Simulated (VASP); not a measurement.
# Cu in VASP: relaxation of the atoms with LDA

Aim: the relaxation of the atoms of Cu with LDA.

Everything below comes from runs of VASP 6.6.1. Logs are shortened: lines on timing, memory, paths and dates and some standing lists are left out, and cuts for length are marked.

### Step 1. The cell of the first run

The cell holds a slab with vacuum, 4 atoms: a = 2.487 Å, b = 2.487 Å, c = 21.277 Å, α = 90.00°, β = 90.00°, γ = 90.00°.

### Step 2. Relaxation of the atoms, LDA

Input file INCAR:

```
ALGO     = Normal         # electronic algorithm
DIPOL    = 0.5 0.5 0.500
EDIFF    = 1E-7           # SCF threshold, eV
EDIFFG   = -0.01          # ionic threshold
ENCUT    = 520            # plane-wave cutoff, eV
GGA      = CA             # functional
IBRION   = 2              # ionic algorithm
IDIPOL   = 3            
ISIF     = 2              # what is computed and relaxed
ISMEAR   = -1             # smearing method
LASPH    = True           # aspherical terms in the spheres
LCHARG   = False          # write CHGCAR
LDIPOL   = True         
LREAL    = False          # projectors in reciprocal space
LWAVE    = False          # write WAVECAR
NELM     = 100            # most SCF steps
NSW      = 32             # ionic steps
PREC     = Accurate       # precision mode
SIGMA    = 0.08           # smearing width, eV
```

Input file KPOINTS:

```
k-points
0
Gamma
  15 15 1
```

Input file POSCAR:

```
Cu
1.0
    2.4874897871      0.0000000000      0.0000000000
    0.0000000000      2.4874897871      0.0000000000
    0.0000000000      0.0000000000     21.2768000000
Cu
4
Direct
    0.2500000000      0.2500000000      0.3779490877
    0.7500000000      0.7500000000      0.4582979167
    0.2500000000      0.2500000000      0.5417020740
    0.7500000000      0.7500000000      0.6220509211
```

Potentials or basis: VASP PAW LDA potentials, release 64 (Cu).

Run with:

```
$ cat potpaw_LDA.64/Cu/POTCAR > POTCAR
$ mpirun -np 1 vasp_std > vasp.out
```

OUTCAR:

```text
EDIFF = 1E-7
   EDIFFG = -0.01
   ENCUT = 520
   GGA = CA
   IBRION = 2
   ISIF = 2
   ISMEAR = -1
   LASPH = True
   LREAL = False
   NELM = 100
   NSW = 32
   PREC = Accurate

 ion  position               nearest neighbor table
   1  0.250  0.250  0.378-   2 2.45   2 2.45   2 2.45   2 2.45
   2  0.750  0.750  0.458-   1 2.45   1 2.45   1 2.45   1 2.45   3 2.50   3 2.50   3 2.50   3 2.50

   3  0.250  0.250  0.542-   4 2.45   4 2.45   4 2.45   4 2.45   2 2.50   2 2.50   2 2.50   2 2.50

   4  0.750  0.750  0.622-   3 2.45   3 2.45   3 2.45   3 2.45

  LATTYP: Found a simple tetragonal cell.
 ALAT       =     2.4874897871
 C/A-ratio  =     8.5535225553

  Lattice vectors:

 A1 = (   2.4874897871,   0.0000000000,   0.0000000000)
 A2 = (   0.0000000000,   2.4874897871,   0.0000000000)
 A3 = (   0.0000000000,   0.0000000000,  21.2768000000)

Analysis of symmetry for initial positions (statically):
=====================================================================
 Subroutine PRICEL returns:
 Original cell was already a primitive cell.

 Routine SETGRP: Setting up the symmetry group for a
 simple tetragonal supercell.

 Subroutine GETGRP returns: Found 16 space group operations
 (whereof  4 operations were pure point group operations)
 out of a pool of 16 trial point group operations.

The static configuration has the point symmetry C_2h.
 The point group associated with its full space group is D_4h.

Analysis of symmetry for dynamics (positions and initial velocities):
=====================================================================
 Subroutine PRICEL returns:
 Original cell was already a primitive cell.

 Routine SETGRP: Setting up the symmetry group for a
 simple tetragonal supercell.

 Subroutine GETGRP returns: Found 16 space group operations
 (whereof  4 operations were pure point group operations)
 out of a pool of 16 trial point group operations.

The dynamic configuration has the point symmetry C_2h.
 The point group associated with its full space group is D_4h.

 Subroutine INISYM returns: Found 16 space group operations
 (whereof  4 operations are pure point group operations),
 and found     1 'primitive' translations

----------------------------------------------------------------------------------------

[... 107 lines left out ...]
   NELECT =      44.0000    total number of electrons
   NUPDOWN=      -1.0000    fix difference up-down
   EMIN   =  10.00;   EMAX   =-10.00  energy-range for DOS
   EFERMI =   0.00;   METHOD = LEGACY
   ISMEAR =    -1;   SIGMA  =   0.08  broadening in eV -4-tet -1-fermi 0-gaus
   EFERMI_NEDOS =   21; number of points for ismear=-14 and -15
   IALGO  =     38    algorithm
   IMIX   =      4    mixing-type and parameters
     AMIX     =   0.40;   BMIX     =  1.00
     AMIX_MAG =   1.60;   BMIX_MAG =  1.00
  volume/ion in A,a.u.               =      32.91       222.11
  Fermi-wavevector in a.u.,A,eV,Ry     =   1.136099  2.146915 17.561317  1.290720
  Thomas-Fermi vector in A             =   2.272804
   LORBIT       =      0    0 simple, 1 ext, 2 COOP (PROOUT), +10 PAW based schemes
   GGA     = CA    functional components
   LHFCALC =     F    Hartree Fock is set to
   AEXX    =    0.0000 exact exchange contribution
   IVDW    =     0    specifies the selected vdW correction
   LEPSILON=     F    determine dielectric tensor
   LRPA    =     F    only Hartree local field effects (RPA)
 conjugate gradient relaxation of ions
 non-spin polarized calculation
  energy-cutoff  :      520.00
  volume of cell :      131.65
 maximum number of plane-waves:      3597
 NGX is ok and might be reduce to    20
   NGX =  9   NGY =  9   NGZ = 79

--------------------------------------- Ionic step        1  -------------------------------------------

 number of electron      44.0000054 magnetization

 Free energy of the ion-electron system (eV)
  ---------------------------------------------------
  ext. energy  EPLUGINS =         0.00000000
  ---------------------------------------------------
  free energy    TOTEN  =       -17.31745900 eV

  energy without entropy =      -17.29334598  energy(sigma->0) =      -17.30540249

------------------------ aborting loop because EDIFF is reached ----------------------------------------

  FORCE on cell =-STRESS in cart. coord.  units (eV):
  Direction    XX          YY          ZZ          XY          YZ          ZX
  --------------------------------------------------------------------------------------
  -------------------------------------------------------------------------------------
  Total       -1.3983213     -1.3983213      0.1744371     -0.0000000      0.0000000     -0.0000000
  in kB      -17.0172211    -17.0172211      2.1228554     -0.0000000      0.0000000     -0.0000000
  external PRESSURE =     -10.6371956 kB  Pullay stress =       0.0000000 kB
[... 139 lines left out ...]
--------------------------------------- Ionic step        5  -------------------------------------------

 number of electron      44.0000050 magnetization

 dipolmoment           0.000000      0.000000      0.000001 electrons x Angstroem

 Free energy of the ion-electron system (eV)
  ---------------------------------------------------
  ext. energy  EPLUGINS =         0.00000000
  ---------------------------------------------------
  free energy    TOTEN  =       -17.31787142 eV

  energy without entropy =      -17.29377074  energy(sigma->0) =      -17.30582108

 E-fermi :  -0.4274     XC(G=0):  -5.4530

 val. band max:       -0.5961213488   @ k =   0.0667   0.0667   0.0000
 cond. band min:      -0.3827226123   @ k =   0.4000   0.0000   0.0000
 fundamental gap:      0.2133987365
 Fermi energy:        -0.4274102338

 k-point     1 :       0.0000    0.0000    0.0000
  band No.  band energies     occupation
      1      -9.8456      2.00000
      2      -8.0919      2.00000
      3      -6.0309      2.00000
      4      -5.7138      2.00000
      5      -5.2125      2.00000
      6      -4.6837      2.00000
[... 685 lines left out ...]
     25       4.5239      0.00000
     26       5.3067      0.00000

 [... further k-points ...]

------------------------ aborting loop because EDIFF is reached ----------------------------------------

 vacuum level on the upper side and lower side of the slab       (xc-potential included)        -0.097        -0.097

  FORCE on cell =-STRESS in cart. coord.  units (eV):
  Direction    XX          YY          ZZ          XY          YZ          ZX
  --------------------------------------------------------------------------------------
  -------------------------------------------------------------------------------------
  Total       -1.5238220     -1.5238220     -0.0061930     -0.0000000     -0.0000000     -0.0000000
  in kB      -18.5445326    -18.5445326     -0.0753667     -0.0000000     -0.0000000     -0.0000000
  external PRESSURE =     -12.3881439 kB  Pullay stress =       0.0000000 kB
[... 19 lines left out ...]
  FREE ENERGIE OF THE ION-ELECTRON SYSTEM (eV)
  ---------------------------------------------------
  free  energy   TOTEN  =       -17.3178714188 eV

  energy  without entropy=      -17.2937707423  energy(sigma->0) =      -17.30582108

 reached required accuracy - stopping structural energy minimisation

 vacuum level on the upper side and lower side of the slab         4.373         4.372
```

OSZICAR:

```text
N       E                     dE             d eps       ncg     rms          rms(c)
DAV:   1     0.365230198492E+03    0.36523E+03   -0.19627E+04  1872   0.214E+03
DAV:   2     0.122588591662E+02   -0.35297E+03   -0.34564E+03  1872   0.406E+02
DAV:   3    -0.192036814765E+02   -0.31463E+02   -0.30196E+02  2074   0.178E+02
DAV:   4    -0.208244030455E+02   -0.16207E+01   -0.15474E+01  2128   0.456E+01
[... 52 lines left out ...]
DAV:   3    -0.173178771879E+02    0.25343E-05   -0.33258E-05  2264   0.169E-01    0.158E-02
DAV:   4    -0.173178753946E+02    0.17933E-05   -0.84356E-06  2224   0.145E-01    0.150E-02
DAV:   5    -0.173178719962E+02    0.33984E-05   -0.16595E-05  2866   0.632E-02    0.615E-03
DAV:   6    -0.173178714582E+02    0.53799E-06   -0.24175E-06  2980   0.597E-02    0.214E-03
DAV:   7    -0.173178714188E+02    0.39468E-07   -0.33829E-07  1302   0.832E-03
   5 F= -.17317871E+02 E0= -.17305821E+02  d E =-.149166E-03
```

Wall time 5.7 min (1 thread of Intel Xeon Platinum 8488C (Sapphire Rapids), shared host); peak memory 0.25 GiB.

Results:

```yaml
Free_energy: -17.3179 eV
Energy_gained_by_relaxing: 0.1 meV/atom
Ionic_steps: 5
Band_gap_on_the_k_mesh: zero (bands 22 and 23 overlap by 4.19 eV)
```

Forces on the atoms (eV/Å):
```
Cu   0.000  0.000 -0.003
Cu   0.000  0.000  0.000
Cu   0.000  0.000  0.000
Cu   0.000  0.000  0.003
```

Step by step:
```
step  energy change (eV)  largest force (eV/Å)  pressure (GPa)
   1              0.0000                0.0401           -1.06
   2             -0.0001                0.0289           -1.11
   3             -0.0003                0.0326           -1.13
   4             -0.0004                0.0158           -1.21
   5             -0.0004                0.0026           -1.24
```

Final structure:
```xyz
4
Lattice="2.4875 0.0000 0.0000 0.0000 2.4875 0.0000 0.0000 0.0000 21.2768" Properties=species:S:1:pos:R:3 pbc="T T T"
Cu    0.6219    0.6219    8.0315
Cu    1.8656    1.8656    9.7482
Cu    0.6219    0.6219   11.5286
Cu    1.8656    1.8656   13.2453
```

The gap in the log of VASP goes by the Fermi energy; the results here count the filled bands.